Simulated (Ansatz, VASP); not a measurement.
**PbSe: VASP beside Ansatz**

```
Pb Se
1.0
     4.27099    0.00000    0.00000
    -2.13550    3.69879    0.00000
     0.00000    0.00000    7.64401
Pb Se
2 2
Direct
  0.33333 0.66667 0.25000
  0.66667 0.33333 0.75000
  0.00000 0.00000 0.00000
  0.00000 0.00000 0.50000
```

Alike in both runs: task single point; functional PBE; k mesh 8 × 8 × 6; occupations methfessel-paxton of order 1, width 0.01 eV; no spin polarisation.

|  | VASP | Ansatz |
| --- | --- | --- |
| version | VASP 6.6.1 | Ansatz 0.2.0 |
| potentials or method | VASP PAW PBE potentials, release 64 (Pb_d, Se), cutoff 520 eV | scalar-relativistic, plane waves, PAW |
| valence electrons in the cell | 40 | 60 |

|  | VASP | Ansatz | Ansatz less VASP |
| --- | --- | --- | --- |
| pressure (GPa) | 0.0 | 0.0 | +0.01 |

With one functional, cell and mesh, what is left measures potentials, basis and numerics. VASP's potentials hold 40 valence electrons a cell and Ansatz's 60, so a difference there can come from the potentials and not from the codes.

Neither program's run includes spin-orbit coupling.
